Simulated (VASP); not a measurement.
# Ta2As3 (P-3m1) in VASP: further runs, part 2 of 2

VASP 6.6.1.

## (3) Single point, PBE

This run uses another cell than the first one, of 19.35 Å³/atom, 1.033 times its volume.

Contents of INCAR:

```
PREC = Accurate ; ENCUT = 520
EDIFF = 1E-7 ; ISMEAR = 0
SIGMA = 0.1 ; LREAL = False
LASPH = True ; NELM = 100
ALGO = Normal ; ISIF = 2
LWAVE = False ; LCHARG = True
GGA = PE ; LELF = True
LVHAR = True ; NBANDS = 26
```

Contents of KPOINTS:

```
Automatic mesh
0
Gamma
  12 12 8
```

Contents of POSCAR:

```
Ta2As3
1.0
    4.6411563013      0.0000000000      0.0000000000
   -2.3205781506      4.0193592598      0.0000000000
    0.0000000000      0.0000000000      5.1863764344
Ta As
2 3
Direct
    0.3333333333      0.6666666667      0.1313947553
    0.6666666667      0.3333333333      0.8686052447
    0.0000000000      0.0000000000      0.0000000000
    0.3333333333      0.6666666667      0.6374703413
    0.6666666667      0.3333333333      0.3625296587
```

Potentials or basis: VASP PAW PBE potentials, release 64 (Ta_pv, As).

Command:

```
cat potpaw_PBE.64/Ta_pv/POTCAR potpaw_PBE.64/As/POTCAR > POTCAR
mpirun -np 1 vasp_std > vasp.out
```

OUTCAR:

```text
PREC = Accurate
   ENCUT = 520
   EDIFF = 1E-7
   ISMEAR = 0
   LREAL = False
   LASPH = True
   NELM = 100
   ISIF = 2
   GGA = PE

 ion  position               nearest neighbor table
   1  0.333  0.667  0.131-   4 2.56   4 2.62   3 2.76   3 2.76   3 2.76   5 2.94   5 2.94   5 2.94
                             2 3.01   2 3.01   2 3.01
   2  0.667  0.333  0.869-   5 2.56   5 2.62   3 2.76   3 2.76   3 2.76   4 2.94   4 2.94   4 2.94
                             1 3.01   1 3.01   1 3.01
   3  0.000  0.000  0.000-   1 2.76   2 2.76   1 2.76   2 2.76   2 2.76   1 2.76
   4  0.333  0.667  0.637-   1 2.56   1 2.62   2 2.94   2 2.94   2 2.94
[... 903 lines left out ...]
  -------------------------------------------------------------------------------------
  Total        0.1253966      0.1253966      0.1844615      0.0000000      0.0000000     -0.0000000
  in kB        2.0765834      2.0765834      3.0547050      0.0000000      0.0000000     -0.0000000
  external PRESSURE =       2.4026239 kB  Pullay stress =       0.0000000 kB

 VOLUME and BASIS-vectors are now :
 -----------------------------------------------------------------------------
  energy-cutoff  :      520.00
  volume of cell :       96.75
      direct lattice vectors                 reciprocal lattice vectors
     4.641156301  0.000000000  0.000000000     0.215463547  0.124397937  0.000000000
    -2.320578151  4.019359260  0.000000000     0.000000000  0.248795874  0.000000000
     0.000000000  0.000000000  5.186376434     0.000000000  0.000000000  0.192812846

 POSITION                                       TOTAL-FORCE (eV/Angst)
 -----------------------------------------------------------------------------------
     -0.00000      2.67957      0.68146         0.000000      0.000000     -0.000364
      2.32058      1.33979      4.50491        -0.000000      0.000000      0.000364
      0.00000      0.00000      0.00000         0.000000      0.000000      0.000000
     -0.00000      2.67957      3.30616        -0.000000      0.000000     -0.013579
      2.32058      1.33979      1.88022         0.000000      0.000000      0.013579
 -----------------------------------------------------------------------------------
    total drift:                                0.000000     -0.000000     -0.000000

  FREE ENERGIE OF THE ION-ELECTRON SYSTEM (eV)
  ---------------------------------------------------
  free  energy   TOTEN  =       -37.9710229133 eV

  energy  without entropy=      -37.9547970290  energy(sigma->0) =      -37.96290997
```

OSZICAR:

```text
N       E                     dE             d eps       ncg     rms          rms(c)
DAV:   1     0.260807080348E+03    0.26081E+03   -0.18615E+04  6820   0.132E+03
DAV:   2    -0.271411882794E+02   -0.28795E+03   -0.28155E+03  8046   0.337E+02
DAV:   3    -0.393391625329E+02   -0.12198E+02   -0.11941E+02  8870   0.611E+01
DAV:   4    -0.395565339763E+02   -0.21737E+00   -0.21601E+00  8430   0.783E+00
DAV:   5    -0.395599658054E+02   -0.34318E-02   -0.34242E-02  9090   0.911E-01    0.194E+01
DAV:   6    -0.381814723901E+02    0.13785E+01   -0.60900E+00  8516   0.120E+01    0.866E+00
DAV:   7    -0.380023610069E+02    0.17911E+00   -0.58137E-01  7768   0.376E+00    0.386E+00
DAV:   8    -0.379716012211E+02    0.30760E-01   -0.10216E-01  8490   0.190E+00    0.449E-01
DAV:   9    -0.379709277247E+02    0.67350E-03   -0.94484E-03  8838   0.523E-01    0.164E-01
DAV:  10    -0.379710243296E+02   -0.96605E-04   -0.19363E-03  8446   0.257E-01    0.607E-02
DAV:  11    -0.379710211175E+02    0.32121E-05   -0.45788E-04  8570   0.971E-02    0.191E-02
DAV:  12    -0.379710231031E+02   -0.19856E-05   -0.62597E-05  8044   0.398E-02    0.837E-03
DAV:  13    -0.379710230819E+02    0.21215E-07   -0.45633E-06  8490   0.101E-02    0.362E-03
DAV:  14    -0.379710229931E+02    0.88739E-07   -0.14587E-06  8408   0.641E-03    0.102E-03
DAV:  15    -0.379710228619E+02    0.13122E-06   -0.71038E-08  4294   0.160E-03    0.336E-04
DAV:  16    -0.379710229133E+02   -0.51344E-07   -0.23198E-08  4024   0.748E-04
   1 F= -.37971023E+02 E0= -.37962910E+02  d E =-.162259E-01
```

stdout:

```text
POSCAR found type information on POSCAR TaAs
 POSCAR found :  2 types and       5 ions
 scaLAPACK will be used
 LDA part: xc-table for (Slater+PW92), standard interpolation
 POSCAR, INCAR and KPOINTS ok, starting setup
 FFT: planning ... GRIDC
 FFT: planning ... GRID_SOFT
 FFT: planning ... GRID
 WAVECAR not read
 entering main loop
```

It took 4.5 min on 1 thread of Intel Xeon Platinum 8375C at 2.90GHz (Ice Lake), shared host; peak memory 0.42 GiB.

Results:

```
Free energy   : -37.9710 eV
Pressure      : 0.2 GPa
Largest force : 0.014 eV/Å
```

Forces on the atoms (eV/Å):
```
Ta   0.000  0.000  0.000
Ta   0.000  0.000  0.000
As   0.000  0.000  0.000
As   0.000  0.000 -0.014
As   0.000  0.000  0.014
```

Stress tensor (GPa, compression positive):
```
0.21 0.00 0.00
0.00 0.21 0.00
0.00 0.00 0.31
```

Levels at points of the mesh, in eV from the Fermi level:
| k point | band 14 | band 15 | band 16 | band 17 | band 18 | band 19 | band 20 | band 21 | band 22 | band 23 |
| --- | --- | --- | --- | --- | --- | --- | --- | --- | --- | --- |
| (0.00, 0.00, 0.00) | -3.10 | -2.54 | -1.60 | -1.60 | 0.34 | 0.34 | 0.62 | 1.25 | 1.25 | 1.35 |
| (0.50, 0.00, 0.00) | -3.00 | -2.14 | -1.98 | -1.32 | -1.27 | -1.06 | 1.44 | 1.67 | 1.74 | 2.19 |
| (0.00, 0.00, 0.50) | -3.01 | -3.01 | -2.38 | -2.38 | -1.31 | 1.10 | 1.10 | 2.14 | 2.88 | 2.88 |
| (0.50, 0.00, 0.50) | -3.82 | -2.54 | -2.09 | -1.57 | 0.38 | 0.70 | 0.76 | 1.15 | 1.23 | 2.75 |

Caveat: spin-orbit coupling is left out, which moves the levels of the heavy elements.
